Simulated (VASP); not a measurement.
# ZnS (P6_3mc) in VASP: notebook

Runs on ZnS. Level: PBE. Tasks: electric field gradients.

All numbers are computed with VASP 6.6.1; they aren't measurements. Logs are shortened: lines on timing, memory, paths and dates and some standing lists are left out, and cuts for length are marked.

## Step 1: The cell of the first run

Symmetry: P6_3mc, No. 186, hexagonal system. Conventional cell: a = 3.759 Å, b = 3.759 Å, c = 6.150 Å, α = 90.00°, β = 90.00°, γ = 120.00°. Zn (site symmetry 3m) has 4 S at 2.28 to 2.37 Å within 3.0 Å. S (site symmetry 3m) has 4 Zn at 2.28 to 2.37 Å within 3.0 Å.

## Step 2: Electric field gradients, PBE (volume scaled by 0.96)

Input file INCAR:

```
SYSTEM = ZnS
PREC = Accurate ; ENCUT = 520
EDIFF = 1E-8 ; ISMEAR = -1
SIGMA = 0.03 ; LREAL = .False.
LASPH = .True. ; NELM = 60
ALGO = Normal ; ISIF = 2
LWAVE = .False. ; LCHARG = .False.
GGA = PE ; LEFG = .True.
NBANDS = 26
```

Input file KPOINTS:

```
regular mesh
0
Gamma
  8 8 5
  0 0 0
```

Input file POSCAR:

```
ZnS
1.0
    3.7594924842      0.0000000000      0.0000000000
   -1.8797462421      3.2558159966      0.0000000000
    0.0000000000      0.0000000000      6.1497464286
Zn S
2 2
Direct
    0.3333333333      0.6666666667      0.0000000000
    0.6666666667      0.3333333333      0.5000000000
    0.3333333333      0.6666666667      0.3850000000
    0.6666666667      0.3333333333      0.8850000000
```

Potentials or basis: VASP PAW PBE potentials, release 64 (Zn, S).

Started as:

```sh
$ cat potpaw_PBE.64/Zn/POTCAR potpaw_PBE.64/S/POTCAR > POTCAR
$ mpirun -np 1 vasp_std > vasp.out
```

OUTCAR:

```text
SYSTEM = ZnS
   PREC = Accurate
   ENCUT = 520
   EDIFF = 1E-8
   ISMEAR = -1
   LREAL = .False.
   LASPH = .True.
   NELM = 60
   ISIF = 2
   GGA = PE

 ion  position               nearest neighbor table
   1  0.333  0.667  0.000-   4 2.28   4 2.28   4 2.28   3 2.37
   2  0.667  0.333  0.500-   3 2.28   3 2.28   3 2.28   4 2.37
   3  0.333  0.667  0.385-   2 2.28   2 2.28   2 2.28   1 2.37
   4  0.667  0.333  0.885-   1 2.28   1 2.28   1 2.28   2 2.37

  LATTYP: Found a hexagonal cell.
 ALAT       =     3.7594924842
 C/A-ratio  =     1.6357916539

  Lattice vectors:

 A1 = (   3.7594924842,   0.0000000000,   0.0000000000)
 A2 = (  -1.8797462421,   3.2558159966,   0.0000000000)
 A3 = (   0.0000000000,   0.0000000000,   6.1497464286)

Analysis of symmetry for initial positions (statically):
=====================================================================
 Subroutine PRICEL returns:
 Original cell was already a primitive cell.

 Routine SETGRP: Setting up the symmetry group for a
 hexagonal supercell.

 Subroutine GETGRP returns: Found 12 space group operations
 (whereof  6 operations were pure point group operations)
 out of a pool of 24 trial point group operations.

The static configuration has the point symmetry C_3v.
 The point group associated with its full space group is C_6v.

Analysis of symmetry for dynamics (positions and initial velocities):
=====================================================================
 Subroutine PRICEL returns:
 Original cell was already a primitive cell.

 Routine SETGRP: Setting up the symmetry group for a
 hexagonal supercell.

 Subroutine GETGRP returns: Found 12 space group operations
 (whereof  6 operations were pure point group operations)
 out of a pool of 24 trial point group operations.

The dynamic configuration has the point symmetry C_3v.
 The point group associated with its full space group is C_6v.

 Subroutine INISYM returns: Found 12 space group operations
 (whereof  6 operations are pure point group operations),
 and found     1 'primitive' translations

----------------------------------------------------------------------------------------

                                     Primitive cell

  volume of cell :      75.2742

  direct lattice vectors                    reciprocal lattice vectors
     3.759492484  0.000000000  0.000000000     0.265993350  0.153571332  0.000000000
    -1.879746242  3.255815997  0.000000000     0.000000000  0.307142664  0.000000000
     0.000000000  0.000000000  6.149746429     0.000000000  0.000000000  0.162608331

  length of vectors
     3.759492484  3.759492484  6.149746429     0.307142664  0.307142664  0.162608331

  position of ions in fractional coordinates (direct lattice)
     0.333333333  0.666666667  0.000000000
     0.666666667  0.333333333  0.500000000
     0.333333333  0.666666667  0.385000000
     0.666666667  0.333333333  0.885000000

  ion indices of the primitive-cell ions
   primitive index   ion index
                 1           1
                 2           2
                 3           3
                 4           4

----------------------------------------------------------------------------------------

 KPOINTS: regular mesh

Automatic generation of k-mesh.
 Grid dimensions read from file:
 generate k-points for:    8    8    5

 Generating k-lattice:

  Cartesian coordinates                     Fractional coordinates (reciprocal lattice)
     0.033249169  0.019196417  0.000000000     0.125000000  0.000000000  0.000000000
     0.000000000  0.038392833  0.000000000     0.000000000  0.125000000  0.000000000
     0.000000000  0.000000000  0.032521666     0.000000000  0.000000000  0.200000000

  Length of vectors
     0.038392833  0.038392833  0.032521666

  Shift w.r.t. Gamma in fractional coordinates (k-lattice)
     0.000000000  0.000000000  0.000000000

 Subroutine IBZKPT returns following result:
 ===========================================

 Found     30 irreducible k-points:

 Following reciprocal coordinates:
            Coordinates               Weight
  0.000000  0.000000  0.000000      1.000000
  0.125000  0.000000  0.000000      6.000000
  0.250000  0.000000  0.000000      6.000000
  0.375000  0.000000  0.000000      6.000000
  0.500000  0.000000  0.000000      3.000000
  0.125000  0.125000  0.000000      6.000000
[... 16 lines left out ...]
  0.250000  0.000000  0.400000     12.000000
  0.375000  0.000000  0.400000     12.000000
 [... further k-points ...]
   k-points           NKPTS =     30   k-points in BZ     NKDIM =     30   number of bands    NBANDS=     26
   number of dos      NEDOS =    301   number of ions     NIONS =      4
   total plane-waves  NPLWV =  37632
   dimension x,y,z NGX =    28 NGY =   28 NGZ =   48
   dimension x,y,z NGXF=    56 NGYF=   56 NGZF=   96
   ions per type =               2   2
   NGX,Y,Z   is equivalent  to a cutoff of  12.38, 12.38, 12.98 a.u.
   NGXF,Y,Z  is equivalent  to a cutoff of  24.76, 24.76, 25.95 a.u.
 SYSTEM =  ZnS
   PREC   = accura    normal or accurate (medium, high low for compatibility)
   ISTART =      0    job   : 0-new  1-cont  2-samecut
   ICHARG =      2    charge: 1-file 2-atom 10-const
   ISPIN  =      1    spin polarized calculation?
   LNONCOLLINEAR =      F non collinear calculations
   LSORBIT =      F    spin-orbit coupling
   LASPH  =      T    aspherical Exc in radial PAW
   ENCUT  =  520.0 eV  38.22 Ry    6.18 a.u.   6.99  6.99 11.43*2*pi/ulx,y,z
   NELM   =     60;   NELMIN=  2; NELMDL= -5     # of ELM steps
   EDIFF  = 0.1E-07   stopping-criterion for ELM
   LREAL  =      F    real-space projection
   EDIFFG = 0.1E-06   stopping-criterion for IOM
   NSW    =      0    number of steps for IOM
   IBRION =     -1    ionic relax: 0-MD 1-quasi-New 2-CG
   NFREE  =      0    steps in history (QN), initial steepest desc. (CG)
   ISIF   =      2    stress and relaxation
   ISYM   =      2    0-nonsym 1-usesym 2-fastsym
   POTIM  = 0.5000    time-step for ionic-motion
   TEBEG  =    0.0;   TEEND  =   0.0 temperature during run
   PSTRESS=    0.0 pullay stress
   NELECT =      36.0000    total number of electrons
   NUPDOWN=      -1.0000    fix difference up-down
   EMIN   =  10.00;   EMAX   =-10.00  energy-range for DOS
   EFERMI =   0.00;   METHOD = LEGACY
   ISMEAR =    -1;   SIGMA  =   0.03  broadening in eV -4-tet -1-fermi 0-gaus
   EFERMI_NEDOS =   21; number of points for ismear=-14 and -15
   IALGO  =     38    algorithm
   IMIX   =      4    mixing-type and parameters
     AMIX     =   0.40;   BMIX     =  1.00
     AMIX_MAG =   1.60;   BMIX_MAG =  1.00
  volume/ion in A,a.u.               =      18.82       126.99
  Fermi-wavevector in a.u.,A,eV,Ry     =   1.280246  2.419315 22.300369  1.639031
  Thomas-Fermi vector in A             =   2.412685
   LORBIT       =      0    0 simple, 1 ext, 2 COOP (PROOUT), +10 PAW based schemes
   GGA     = PE    functional components
   LHFCALC =     F    Hartree Fock is set to
   AEXX    =    0.0000 exact exchange contribution
   IVDW    =     0    specifies the selected vdW correction
   LEPSILON=     F    determine dielectric tensor
   LRPA    =     F    only Hartree local field effects (RPA)
 non-spin polarized calculation
  energy-cutoff  :      520.00
  volume of cell :       75.27
 maximum number of plane-waves:      2043
 NGX is ok and might be reduce to    28
   NGX = 13   NGY = 13   NGZ = 23

 number of electron      35.9999971 magnetization

 Free energy of the ion-electron system (eV)
  ---------------------------------------------------
  ext. energy  EPLUGINS =         0.00000000
  ---------------------------------------------------
  free energy    TOTEN  =       -13.57075080 eV

  energy without entropy =      -13.57075080  energy(sigma->0) =      -13.57075080

 E-fermi :   3.1417     XC(G=0):  -9.8452

 val. band max:        2.5476766106   @ k =   0.0000   0.0000   0.0000
 cond. band min:       4.9979780805   @ k =   0.0000   0.0000   0.0000
 fundamental gap:      2.4503014698
 Fermi energy:         3.1416770506

 k-point     1 :       0.0000    0.0000    0.0000
  band No.  band energies     occupation
      1     -10.9350      2.00000
      2      -9.9350      2.00000
      3      -3.9890      2.00000
      4      -3.9890      2.00000
      5      -3.9202      2.00000
      6      -3.9202      2.00000
[... 685 lines left out ...]
     25      11.8422      0.00000
     26      12.0614      0.00000

 [... further k-points ...]
[... 5 lines left out ...]
  --------------------------------------------------------------------------------------
  -------------------------------------------------------------------------------------
  Total        3.2665609      3.2665609      1.9911840      0.0000000     -0.0000000      0.0000000
  in kB       69.5272506     69.5272506     42.3814375      0.0000000     -0.0000000      0.0000000
  external PRESSURE =      60.4786462 kB  Pullay stress =       0.0000000 kB

 VOLUME and BASIS-vectors are now :
 -----------------------------------------------------------------------------
  energy-cutoff  :      520.00
  volume of cell :       75.27
      direct lattice vectors                 reciprocal lattice vectors
     3.759492484  0.000000000  0.000000000     0.265993350  0.153571332  0.000000000
    -1.879746242  3.255815997  0.000000000     0.000000000  0.307142664  0.000000000
     0.000000000  0.000000000  6.149746429     0.000000000  0.000000000  0.162608331

 POSITION                                       TOTAL-FORCE (eV/Angst)
 -----------------------------------------------------------------------------------
     -0.00000      2.17054      0.00000         0.000000     -0.000000      0.374568
      1.87975      1.08527      3.07487        -0.000000      0.000000      0.374568
     -0.00000      2.17054      2.36765         0.000000     -0.000000     -0.374568
      1.87975      1.08527      5.44253        -0.000000      0.000000     -0.374568
 -----------------------------------------------------------------------------------
    total drift:                               -0.000001     -0.000001      0.000868

  FREE ENERGIE OF THE ION-ELECTRON SYSTEM (eV)
  ---------------------------------------------------
  free  energy   TOTEN  =       -13.5707508044 eV

  energy  without entropy=      -13.5707508044  energy(sigma->0) =      -13.57075080

 Electric field gradients (V/A^2)
---------------------------------------------------------------------
 ion       V_xx      V_yy      V_zz      V_xy      V_xz      V_yz
---------------------------------------------------------------------
   1     -10.113   -10.107    20.220     0.005     0.000    -0.000
   2     -10.113   -10.107    20.220     0.005    -0.000     0.000
   3       2.421     2.421    -4.841    -0.000    -0.000     0.000
   4       2.421     2.421    -4.841    -0.000     0.000    -0.000
---------------------------------------------------------------------

 Electric field gradients after diagonalization (V/A^2)
 (convention: |V_zz| > |V_xx| > |V_yy|)
----------------------------------------------------------------------
 ion       V_xx      V_yy      V_zz     asymmetry (V_yy - V_xx)/ V_zz
----------------------------------------------------------------------
   1     -10.116   -10.104    20.220       0.001
   2     -10.116   -10.104    20.220       0.001
   3       2.421     2.420    -4.841       0.000
   4       2.421     2.420    -4.841       0.000
----------------------------------------------------------------------

           NMR quadrupolar parameters

 Cq : quadrupolar parameter    Cq=e*Q*V_zz/h
 eta: asymmetry parameters     (V_yy - V_xx)/ V_zz
 Q  : nuclear electric quadrupole moment in mb (millibarn)
----------------------------------------------------------------------
 ion       Cq(MHz)       eta       Q (mb)
----------------------------------------------------------------------
   1       0.049       0.001       1.000
   2       0.049       0.001       1.000
   3      -0.012       0.000       1.000
   4      -0.012       0.000       1.000
----------------------------------------------------------------------
```

Wall time 48 s (1 thread of Intel Xeon Platinum 8375C at 2.90GHz (Ice Lake), shared host); peak memory 0.2 GiB.

Results:

```
Free energy            : -13.5708 eV
Pressure               : 6.0 GPa
Largest force          : 0.375 eV/Å
Band gap on the k mesh : 2.45 eV, direct
```

Forces in eV/Å, atoms in the order of the input:
```
Zn   0.000  0.000  0.375
Zn   0.000  0.000  0.375
S    0.000  0.000 -0.375
S    0.000  0.000 -0.375
```

Electric field gradients, principal values (V/Å²):
| atom | least | middle | greatest (by size) |
| --- | --- | --- | --- |
| 1 Zn | -10.104 | -10.116 | 20.220 |
| 2 Zn | -10.104 | -10.116 | 20.220 |
| 3 S | 2.420 | 2.421 | -4.841 |
| 4 S | 2.420 | 2.421 | -4.841 |

Caveat: without QUAD_EFG the Cq values of the log hold for a quadrupole moment of 1 mb, not for the nuclei.

## Step 3: Electric field gradients, PBE (volume scaled by 0.99)

Input file INCAR:

```
SYSTEM = ZnS
PREC = Accurate ; ENCUT = 520
EDIFF = 1E-8 ; ISMEAR = -1
SIGMA = 0.03 ; LREAL = .FALSE.
LASPH = .TRUE. ; NELM = 60
ALGO = Normal ; ISIF = 2
LWAVE = .FALSE. ; LCHARG = .FALSE.
GGA = PE ; LEFG = .TRUE.
NBANDS = 26
```

Input file KPOINTS:

```
regular mesh
0
G
  8 8 5
  0 0 0
```

Input file POSCAR:

```
ZnS
1.0
    3.7982528711      0.0000000000      0.0000000000
   -1.8991264355      3.2893834763      0.0000000000
    0.0000000000      0.0000000000      6.2131503459
Zn S
2 2
Direct
    0.3333333333      0.6666666667      0.0000000000
    0.6666666667      0.3333333333      0.5000000000
    0.3333333333      0.6666666667      0.3850000000
    0.6666666667      0.3333333333      0.8850000000
```

Potentials or basis: VASP PAW PBE potentials, release 64 (Zn, S).

Started as:

```sh
$ cat potpaw_PBE.64/Zn/POTCAR potpaw_PBE.64/S/POTCAR > POTCAR
$ mpirun -np 1 vasp_std > vasp.out
```

OUTCAR:

```text
SYSTEM = ZnS
   PREC = Accurate
   ENCUT = 520
   EDIFF = 1E-8
   ISMEAR = -1
   LREAL = .FALSE.
   LASPH = .TRUE.
   NELM = 60
   ISIF = 2
   GGA = PE

 ion  position               nearest neighbor table
   1  0.333  0.667  0.000-   4 2.31   4 2.31   4 2.31   3 2.39
   2  0.667  0.333  0.500-   3 2.31   3 2.31   3 2.31   4 2.39
   3  0.333  0.667  0.385-   2 2.31   2 2.31   2 2.31   1 2.39
   4  0.667  0.333  0.885-   1 2.31   1 2.31   1 2.31   2 2.39

  LATTYP: Found a hexagonal cell.
 ALAT       =     3.7982528711
 C/A-ratio  =     1.6357916539

  Lattice vectors:

 A1 = (   3.7982528711,   0.0000000000,   0.0000000000)
 A2 = (  -1.8991264355,   3.2893834763,   0.0000000000)
 A3 = (   0.0000000000,   0.0000000000,   6.2131503459)

Analysis of symmetry for initial positions (statically):
=====================================================================
 Subroutine PRICEL returns:
 Original cell was already a primitive cell.

 Routine SETGRP: Setting up the symmetry group for a
 hexagonal supercell.

 Subroutine GETGRP returns: Found 12 space group operations
[... 896 lines left out ...]
     -0.00000      2.19292      0.00000         0.000000      0.000000      0.335055
      1.89913      1.09646      3.10658        -0.000000     -0.000000      0.335055
     -0.00000      2.19292      2.39206        -0.000000      0.000000     -0.335055
      1.89913      1.09646      5.49864        -0.000000     -0.000000     -0.335055
 -----------------------------------------------------------------------------------
    total drift:                               -0.000000     -0.000001      0.000349

  FREE ENERGIE OF THE ION-ELECTRON SYSTEM (eV)
  ---------------------------------------------------
  free  energy   TOTEN  =       -13.6394416357 eV

  energy  without entropy=      -13.6394416357  energy(sigma->0) =      -13.63944164

 Electric field gradients (V/A^2)
---------------------------------------------------------------------
 ion       V_xx      V_yy      V_zz      V_xy      V_xz      V_yz
---------------------------------------------------------------------
   1      -9.763    -9.756    19.519     0.006    -0.000     0.000
   2      -9.763    -9.756    19.519     0.006     0.000    -0.000
   3       2.741     2.741    -5.482    -0.000    -0.000     0.000
   4       2.741     2.741    -5.482    -0.000     0.000    -0.000
---------------------------------------------------------------------

 Electric field gradients after diagonalization (V/A^2)
 (convention: |V_zz| > |V_xx| > |V_yy|)
----------------------------------------------------------------------
 ion       V_xx      V_yy      V_zz     asymmetry (V_yy - V_xx)/ V_zz
----------------------------------------------------------------------
   1      -9.766    -9.753    19.519       0.001
   2      -9.766    -9.753    19.519       0.001
   3       2.741     2.740    -5.482       0.000
   4       2.741     2.740    -5.482       0.000
----------------------------------------------------------------------

           NMR quadrupolar parameters

 Cq : quadrupolar parameter    Cq=e*Q*V_zz/h
 eta: asymmetry parameters     (V_yy - V_xx)/ V_zz
 Q  : nuclear electric quadrupole moment in mb (millibarn)
----------------------------------------------------------------------
 ion       Cq(MHz)       eta       Q (mb)
----------------------------------------------------------------------
   1       0.047       0.001       1.000
   2       0.047       0.001       1.000
   3      -0.013       0.000       1.000
   4      -0.013       0.000       1.000
----------------------------------------------------------------------
```

stdout:

```text
POSCAR found type information on POSCAR ZnS
 POSCAR found :  2 types and       4 ions
 scaLAPACK will be used
 LDA part: xc-table for (Slater+PW92), standard interpolation
 POSCAR, INCAR and KPOINTS ok, starting setup
 FFT: planning ... GRIDC
 FFT: planning ... GRID_SOFT
 FFT: planning ... GRID
 WAVECAR not read
 entering main loop
ion   1

ion   2

ion   3

ion   4
```

Run time: 47 s. Hardware: 1 thread of Intel Xeon Platinum 8375C at 2.90GHz (Ice Lake), shared host; peak memory 0.21 GiB.

What came out:

* Free energy: -13.6394 eV
* Pressure: 3.3 GPa
* Largest force: 0.335 eV/Å
* Band gap on the k mesh: 2.30 eV, direct

Forces on the atoms (eV/Å):
```
Zn   0.000  0.000  0.335
Zn   0.000  0.000  0.335
S    0.000  0.000 -0.335
S    0.000  0.000 -0.335
```

Stress tensor (GPa, compression positive):
```
4.06 0.00 0.00
0.00 4.06 0.00
0.00 0.00 1.85
```

Electric field gradients, principal values (V/Å²):
| atom | least | middle | greatest (by size) |
| --- | --- | --- | --- |
| 1 Zn | -9.753 | -9.766 | 19.519 |
| 2 Zn | -9.753 | -9.766 | 19.519 |
| 3 S | 2.740 | 2.741 | -5.482 |
| 4 S | 2.740 | 2.741 | -5.482 |

Caveat: without QUAD_EFG the Cq values of the log hold for a quadrupole moment of 1 mb, not for the nuclei.
